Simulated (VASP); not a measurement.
# BaF2 (Fm-3m) in VASP: single point with HSE06

Aim: the single point of BaF2 with HSE06.

All numbers are computed with VASP 6.6.1; they aren't measurements. Logs are shortened: lines on timing, memory, paths and dates and some standing lists are left out, and cuts for length are marked.

### Step 1. The cell of the first run

The structure is cubic, space group Fm-3m (No. 225). The conventional cell has a = 6.194 Å, b = 6.194 Å, c = 6.194 Å, α = 90.00°, β = 90.00°, γ = 90.00°. Ba (site symmetry m-3m) has 8 F at 2.68 Å within 3.5 Å. Within 3.5 Å of F (site symmetry -43m) lie 4 Ba at 2.68 Å and 6 F at 3.10 Å.

### Step 2. Single point, HSE06

Input file POSCAR:

```
BaF2
1.0
    0.0000000000      3.0971637718      3.0971637718
    3.0971637718      0.0000000000      3.0971637718
    3.0971637718      3.0971637718      0.0000000000
Ba F
1 2
Direct
    0.0000000000      0.0000000000      0.0000000000
    0.2500000000      0.2500000000      0.2500000000
    0.7500000000      0.7500000000      0.7500000000
```

Input file INCAR.step1:

```
SYSTEM = BaF2
  PREC = Accurate
  ENCUT = 520
  EDIFF = 1E-5
  ISMEAR = 0
  SIGMA = 0.01
  LREAL = .FALSE.
  LASPH = .TRUE.
  NELM = 120
  ALGO = Normal
  ISIF = 2
  LWAVE = .TRUE.
  LCHARG = .FALSE.
  NBANDS = 19
  GGA = PE
  GGA_COMPAT = .FALSE.
  KPAR = 4
```

Input file INCAR.step2:

```
SYSTEM = BaF2
  PREC = Accurate
  ENCUT = 520
  EDIFF = 1E-6
  ISMEAR = 0
  SIGMA = 0.01
  LREAL = .FALSE.
  LASPH = .TRUE.
  NELM = 120
  ALGO = Normal
  ISIF = 2
  LWAVE = .FALSE.
  LCHARG = .FALSE.
  GGA = PE
  LHFCALC = .TRUE.
  HFSCREEN = 0.2079
  PRECFOCK = Normal
  NBANDS = 19
  ISTART = 1
  GGA_COMPAT = .FALSE.
  KPAR = 4
```

Input file KPOINTS:

```
regular mesh
0
G
  6 6 6
  0 0 0
```

Potentials or basis: VASP PAW PBE potentials, release 64 (Ba_sv, F).

Launch:

```sh
$ cat potpaw_PBE.64/Ba_sv/POTCAR potpaw_PBE.64/F/POTCAR > POTCAR
$ cp INCAR.step1 INCAR
$ mpirun -np 4 vasp_std > vasp.out
$ cp INCAR.step2 INCAR
$ mpirun -np 4 vasp_std > vasp.out
```

OUTCAR:

```text
SYSTEM = BaF2
   PREC = Accurate
   ENCUT = 520
   EDIFF = 1E-6
   ISMEAR = 0
   LREAL = .FALSE.
   LASPH = .TRUE.
   NELM = 120
   ISIF = 2
   GGA = PE
   LHFCALC = .TRUE.
   HFSCREEN = 0.2079
   PRECFOCK = Normal
   ISTART = 1

 ion  position               nearest neighbor table
   1  0.000  0.000  0.000-   3 2.68   3 2.68   3 2.68   2 2.68   3 2.68   2 2.68   2 2.68   2 2.68

   2  0.250  0.250  0.250-   1 2.68   1 2.68   1 2.68   1 2.68
   3  0.750  0.750  0.750-   1 2.68   1 2.68   1 2.68   1 2.68

  LATTYP: Found a face centered cubic cell.
 ALAT       =     6.1943275436

  Lattice vectors:

 A1 = (   0.0000000000,   3.0971637718,   3.0971637718)
 A2 = (   3.0971637718,   0.0000000000,   3.0971637718)
 A3 = (   3.0971637718,   3.0971637718,   0.0000000000)

Analysis of symmetry for initial positions (statically):
=====================================================================
 Subroutine PRICEL returns:
 Original cell was already a primitive cell.

 Routine SETGRP: Setting up the symmetry group for a
 face centered cubic supercell.

 Subroutine GETGRP returns: Found 48 space group operations
 (whereof 48 operations were pure point group operations)
 out of a pool of 48 trial point group operations.

The static configuration has the point symmetry O_h .

Analysis of symmetry for dynamics (positions and initial velocities):
=====================================================================
 Subroutine PRICEL returns:
 Original cell was already a primitive cell.

 Routine SETGRP: Setting up the symmetry group for a
 face centered cubic supercell.

 Subroutine GETGRP returns: Found 48 space group operations
 (whereof 48 operations were pure point group operations)
 out of a pool of 48 trial point group operations.

The dynamic configuration has the point symmetry O_h .

 Subroutine INISYM returns: Found 48 space group operations
 (whereof 48 operations are pure point group operations),
 and found     1 'primitive' translations

----------------------------------------------------------------------------------------

                                     Primitive cell

  volume of cell :      59.4186

  direct lattice vectors                    reciprocal lattice vectors
     0.000000000  3.097163772  3.097163772    -0.161438024  0.161438024  0.161438024
     3.097163772  0.000000000  3.097163772     0.161438024 -0.161438024  0.161438024
     3.097163772  3.097163772  0.000000000     0.161438024  0.161438024 -0.161438024

  length of vectors
     4.380051011  4.380051011  4.380051011     0.279618860  0.279618860  0.279618860

  position of ions in fractional coordinates (direct lattice)
     0.000000000  0.000000000  0.000000000
     0.250000000  0.250000000  0.250000000
     0.750000000  0.750000000  0.750000000

  ion indices of the primitive-cell ions
   primitive index   ion index
                 1           1
                 2           2
                 3           3

----------------------------------------------------------------------------------------

 KPOINTS: regular mesh

Automatic generation of k-mesh.
 Grid dimensions read from file:
 generate k-points for:    6    6    6

 Generating k-lattice:

  Cartesian coordinates                     Fractional coordinates (reciprocal lattice)
    -0.026906337  0.026906337  0.026906337     0.166666667  0.000000000  0.000000000
     0.026906337 -0.026906337  0.026906337     0.000000000  0.166666667  0.000000000
     0.026906337  0.026906337 -0.026906337     0.000000000  0.000000000  0.166666667

  Length of vectors
     0.046603143  0.046603143  0.046603143

  Shift w.r.t. Gamma in fractional coordinates (k-lattice)
     0.000000000  0.000000000  0.000000000

 Subroutine IBZKPT returns following result:
 ===========================================

 Found     16 irreducible k-points:

 Following reciprocal coordinates:
            Coordinates               Weight
  0.000000  0.000000  0.000000      1.000000
  0.166667  0.000000  0.000000      8.000000
  0.333333  0.000000  0.000000      8.000000
  0.500000  0.000000  0.000000      4.000000
  0.166667  0.166667  0.000000      6.000000
  0.333333  0.166667  0.000000     24.000000
[... 8 lines left out ...]
 -0.333333  0.333333  0.166667     24.000000
 -0.333333  0.500000  0.166667     12.000000
   k-points           NKPTS =     16   k-points in BZ     NKDIM =    216   number of bands    NBANDS=     19
   number of dos      NEDOS =    301   number of ions     NIONS =      3
   total plane-waves  NPLWV =  46656
   dimension x,y,z NGX =    36 NGY =   36 NGZ =   36
   dimension x,y,z NGXF=    72 NGYF=   72 NGZF=   72
   ions per type =               1   2
   NGX,Y,Z   is equivalent  to a cutoff of  13.66, 13.66, 13.66 a.u.
   NGXF,Y,Z  is equivalent  to a cutoff of  27.33, 27.33, 27.33 a.u.
 SYSTEM =  BaF2
   PREC   = accura    normal or accurate (medium, high low for compatibility)
   ISTART =      1    job   : 0-new  1-cont  2-samecut
   ICHARG =      0    charge: 1-file 2-atom 10-const
   ISPIN  =      1    spin polarized calculation?
   LNONCOLLINEAR =      F non collinear calculations
   LSORBIT =      F    spin-orbit coupling
   LASPH  =      T    aspherical Exc in radial PAW
   ENCUT  =  520.0 eV  38.22 Ry    6.18 a.u.   8.14  8.14  8.14*2*pi/ulx,y,z
   NELM   =    120;   NELMIN=  2; NELMDL=  0     # of ELM steps
   EDIFF  = 0.1E-05   stopping-criterion for ELM
   LREAL  =      F    real-space projection
   EDIFFG = 0.1E-04   stopping-criterion for IOM
   NSW    =      0    number of steps for IOM
   IBRION =     -1    ionic relax: 0-MD 1-quasi-New 2-CG
   NFREE  =      0    steps in history (QN), initial steepest desc. (CG)
   ISIF   =      2    stress and relaxation
   ISYM   =      3    0-nonsym 1-usesym 2-fastsym
   POTIM  = 0.5000    time-step for ionic-motion
   TEBEG  =    0.0;   TEEND  =   0.0 temperature during run
   PSTRESS=    0.0 pullay stress
   NELECT =      24.0000    total number of electrons
   NUPDOWN=      -1.0000    fix difference up-down
   EMIN   =  10.00;   EMAX   =-10.00  energy-range for DOS
   EFERMI =   0.00;   METHOD = LEGACY
   ISMEAR =     0;   SIGMA  =   0.01  broadening in eV -4-tet -1-fermi 0-gaus
   EFERMI_NEDOS =   21; number of points for ismear=-14 and -15
   IALGO  =     38    algorithm
   IMIX   =      1    mixing-type and parameters
     AMIX     =   0.40;   BMIX     =  1.00
     AMIX_MAG =   1.60;   BMIX_MAG =  1.00
  volume/ion in A,a.u.               =      19.81       133.66
  Fermi-wavevector in a.u.,A,eV,Ry     =   1.210146  2.286844 19.925095  1.464453
  Thomas-Fermi vector in A             =   2.345702
   LORBIT       =      0    0 simple, 1 ext, 2 COOP (PROOUT), +10 PAW based schemes
   GGA     = PE    functional components
   LHFCALC =     T    Hartree Fock is set to
   PRECFOCK=normal    Normal, Fast or Accurate (Low or Medium for compatibility)
   ENCUT4O =  -1.0   cutoff for four orbital integrals eV
   NKREDX  =     1    reduce k-point grid by
   NKREDY  =     1    reduce k-point grid by
   NKREDZ  =     1    reduce k-point grid by
   AEXX    =    0.2500 exact exchange contribution
   HFSCREEN=    0.2079 screening length (either q_TF or 0.3 A-1)
   HFSCREENC=   0.2079 screening length for correlation (either q_TF or 0.3 A-1)
   ENCUTFOCK=  -1.0 apply spherical cutoff to Coloumb kernel
   IVDW    =     0    specifies the selected vdW correction
   LEPSILON=     F    determine dielectric tensor
   LRPA    =     F    only Hartree local field effects (RPA)
 non-spin polarized calculation
 Gauss-broadening in eV      SIGMA  =   0.01
  energy-cutoff  :      520.00
  volume of cell :       59.42
 maximum number of plane-waves:      1639
 NGX is ok and might be reduce to    36
  NGX = 28; NGY = 28; NGZ = 28

 number of electron      24.0000001 magnetization

 Free energy of the ion-electron system (eV)
  ---------------------------------------------------
  ext. energy  EPLUGINS =         0.00000000
  ---------------------------------------------------
  free energy    TOTEN  =       -20.37461890 eV

  energy without entropy =      -20.37461890  energy(sigma->0) =      -20.37461890

 E-fermi :  -3.5564     XC(G=0):  -7.1947

 val. band max:       -3.6303315280   @ k =  -0.1667   0.1667   0.0000
 cond. band min:       5.0883756128   @ k =   0.0000   0.0000   0.0000
 fundamental gap:      8.7187071409
 Fermi energy:        -3.5564492363

 k-point     1 :       0.0000    0.0000    0.0000
  band No.  band energies     occupation
      1     -27.6758      2.00000
      2     -24.1499      2.00000
      3     -23.9900      2.00000
      4     -11.3622      2.00000
      5     -11.3622      2.00000
      6     -11.3622      2.00000
[... 11 lines left out ...]
     18      10.0634      0.00000
     19      13.9224      0.00000

 k-point     2 :       0.1667    0.0000    0.0000
  band No.  band energies     occupation
      1     -27.6081      2.00000
      2     -24.1775      2.00000
      3     -24.0683      2.00000
      4     -11.4187      2.00000
      5     -11.4123      2.00000
      6     -11.4123      2.00000
[... 11 lines left out ...]
     18      10.0867      0.00000
     19      12.8615      0.00000

 k-point     3 :       0.3333    0.0000    0.0000
  band No.  band energies     occupation
      1     -27.4613      2.00000
      2     -24.3000      2.00000
      3     -24.1722      2.00000
      4     -11.5131      2.00000
      5     -11.5080      2.00000
      6     -11.5080      2.00000
[... 11 lines left out ...]
     18      10.1717      0.00000
     19      12.0391      0.00000

 k-point     4 :       0.5000    0.0000    0.0000
  band No.  band energies     occupation
      1     -27.3808      2.00000
      2     -24.3941      2.00000
      3     -24.1973      2.00000
      4     -11.5537      2.00000
      5     -11.5537      2.00000
      6     -11.5524      2.00000
[... 11 lines left out ...]
     18      10.2416      0.00000
     19      12.5943      0.00000

 k-point     5 :       0.1667    0.1667    0.0000
  band No.  band energies     occupation
      1     -27.5851      2.00000
      2     -24.1819      2.00000
      3     -24.0999      2.00000
      4     -11.4876      2.00000
      5     -11.4876      2.00000
      6     -11.3190      2.00000
[... 11 lines left out ...]
     18      10.1691      0.00000
     19      13.9931      0.00000

 k-point     6 :       0.3333    0.1667    0.0000
  band No.  band energies     occupation
      1     -27.4626      2.00000
      2     -24.2590      2.00000
      3     -24.2107      2.00000
      4     -11.5936      2.00000
      5     -11.5936      2.00000
      6     -11.3461      2.00000
[... 11 lines left out ...]
     18      10.3209      0.00000
     19      12.6546      0.00000

 k-point     7 :       0.5000    0.1667    0.0000
  band No.  band energies     occupation
      1     -27.3551      2.00000
      2     -24.3803      2.00000
      3     -24.2497      2.00000
      4     -11.6285      2.00000
      5     -11.6261      2.00000
      6     -11.4582      2.00000
[... 11 lines left out ...]
     18      10.6103      0.00000
     19      12.5102      0.00000

 k-point     8 :      -0.3333    0.1667    0.0000
  band No.  band energies     occupation
      1     -27.3827      2.00000
      2     -24.3441      2.00000
      3     -24.2457      2.00000
      4     -11.5688      2.00000
      5     -11.5563      2.00000
      6     -11.5456      2.00000
[... 80 lines left out ...]
 k-point    12 :      -0.3333    0.3333    0.0000
  band No.  band energies     occupation
      1     -27.3001      2.00000
      2     -24.3803      2.00000
      3     -24.3306      2.00000
      4     -11.6963      2.00000
      5     -11.6847      2.00000
      6     -11.4254      2.00000
[... 11 lines left out ...]
     18      11.9076      0.00000
     19      13.2733      0.00000

 k-point    13 :       0.5000    0.5000    0.0000
  band No.  band energies     occupation
      1     -27.2719      2.00000
      2     -24.4706      2.00000
      3     -24.2778      2.00000
      4     -11.8287      2.00000
      5     -11.8287      2.00000
      6     -11.1705      2.00000
[... 11 lines left out ...]
     18      11.4507      0.00000
     19      13.5819      0.00000

 k-point    14 :       0.5000    0.3333    0.1667
  band No.  band energies     occupation
      1     -27.3566      2.00000
      2     -24.3364      2.00000
      3     -24.2917      2.00000
      4     -11.7181      2.00000
      5     -11.6178      2.00000
      6     -11.3805      2.00000
[... 11 lines left out ...]
     18      11.0584      0.00000
     19      13.0548      0.00000

 k-point    15 :      -0.3333    0.3333    0.1667
  band No.  band energies     occupation
      1     -27.3002      2.00000
      2     -24.3805      2.00000
      3     -24.3303      2.00000
      4     -11.7778      2.00000
      5     -11.5147      2.00000
      6     -11.5141      2.00000
[... 11 lines left out ...]
     18      11.9437      0.00000
     19      12.7150      0.00000

 k-point    16 :      -0.3333    0.5000    0.1667
  band No.  band energies     occupation
      1     -27.2718      2.00000
      2     -24.4237      2.00000
      3     -24.3275      2.00000
      4     -11.8434      2.00000
      5     -11.6652      2.00000
      6     -11.3360      2.00000
[... 11 lines left out ...]
     18      13.0877      0.00000
     19      13.4221      0.00000

------------------------ aborting loop because EDIFF is reached ----------------------------------------

  FORCE on cell =-STRESS in cart. coord.  units (eV):
  Direction    XX          YY          ZZ          XY          YZ          ZX
  --------------------------------------------------------------------------------------
  -------------------------------------------------------------------------------------
  Total        0.5161997      0.5161997      0.5161997      0.0000000     -0.0000000      0.0000000
  in kB       13.9189298     13.9189298     13.9189298      0.0000000     -0.0000000      0.0000000
  external PRESSURE =      13.9189298 kB  Pullay stress =       0.0000000 kB

 VOLUME and BASIS-vectors are now :
 -----------------------------------------------------------------------------
  energy-cutoff  :      520.00
  volume of cell :       59.42
      direct lattice vectors                 reciprocal lattice vectors
     0.000000000  3.097163772  3.097163772    -0.161438024  0.161438024  0.161438024
     3.097163772  0.000000000  3.097163772     0.161438024 -0.161438024  0.161438024
     3.097163772  3.097163772  0.000000000     0.161438024  0.161438024 -0.161438024

 POSITION                                       TOTAL-FORCE (eV/Angst)
 -----------------------------------------------------------------------------------
      0.00000      0.00000      0.00000        -0.000000      0.000000      0.000000
      1.54858      1.54858      1.54858         0.000000      0.000000      0.000000
      4.64575      4.64575      4.64575        -0.000000     -0.000000     -0.000000
 -----------------------------------------------------------------------------------
    total drift:                                0.000001      0.000001      0.000001

  FREE ENERGIE OF THE ION-ELECTRON SYSTEM (eV)
  ---------------------------------------------------
  free  energy   TOTEN  =       -20.3746188973 eV

  energy  without entropy=      -20.3746188973  energy(sigma->0) =      -20.37461890
```

It took 26 min on 4 MPI ranks of Intel Xeon Platinum 8488C (Sapphire Rapids), shared host; peak memory 0.31 GiB.

Results:

```
Free energy            : -20.3746 eV
Pressure               : 1.4 GPa
Band gap on the k mesh : 8.72 eV, indirect (least direct gap 8.79 eV)
```

Caveat: the PAW data sets were made with another functional, which shifts forces and pressure a little; spin-orbit coupling is left out, which moves the levels of the heavy elements.
